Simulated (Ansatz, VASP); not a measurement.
**One calculation of Co, two programs**

Contents of INCAR:

```
SYSTEM = Co
ALGO = Normal
EDIFF = 1E-6
ENCUT = 690
GGA = RP
GGA_COMPAT = .FALSE.
ISIF = 2
ISMEAR = -1
LASPH = .TRUE.
LCHARG = .FALSE.
LREAL = .FALSE.
LWAVE = .FALSE.
NBANDS = 14
NELM = 120
PREC = Accurate
SIGMA = 0.1
```

Contents of KPOINTS:

```
k-points
0
G
  15 15 15
  0 0 0
```

Contents of POSCAR:

```
Co
1.0
    2.2425685048      0.0000000000      0.0000000000
    0.0000000000      2.2425685048      0.0000000000
    0.0000000000      0.0000000000      2.2425685048
Co
1
Direct
    0.0000000000      0.0000000000      0.0000000000
```

Input for Ansatz:

```yaml
crystal:
  lattice:
    - [2.2425685048, 0.0, 0.0]
    - [0.0, 2.2425685048, 0.0]
    - [0.0, 0.0, 2.2425685048]
  atoms:
    - { symbol: Co, position: [0.0, 0.0, 0.0] }
hamiltonian:
  xc: rpbe
  pseudopotentials:
    kind: paw
    azcp:
      Co: "pseudopotentials/Co.paw.azcp"
basis:
  ecutwfc: 420
  fft_grid_basis: typed
kpoints:
  mp_grid: { grid: [15, 15, 15], shift: [0, 0, 0] }
magnetization:
  spin_polarized: false
scf:
  occupations: { method: fermi_dirac, width: 0.1 }
  lower_state_search: "off"
output:
  stress: true
```

Alike in both runs: task single point; functional RPBE; k mesh 15 × 15 × 15; occupations fermi-dirac, width 0.1 eV; no spin polarisation.

|  | VASP | Ansatz |
| --- | --- | --- |
| version | VASP 6.6.1 | Ansatz 0.2.0 |
| potentials or method | VASP PAW PBE potentials, release 64 (Co_sv), cutoff 690 eV | plane waves (420 eV) with PAW, scalar-relativistic |
| valence electrons in the cell | 17 | 17 |

|  | VASP | Ansatz | Ansatz less VASP |
| --- | --- | --- | --- |
| pressure (GPa) | 15.8 | 16.9 | +1.07 |

VASP's potentials were made for PBE, not for RPBE. The functional is the same, so the differences come from potentials, cutoffs and numerics.
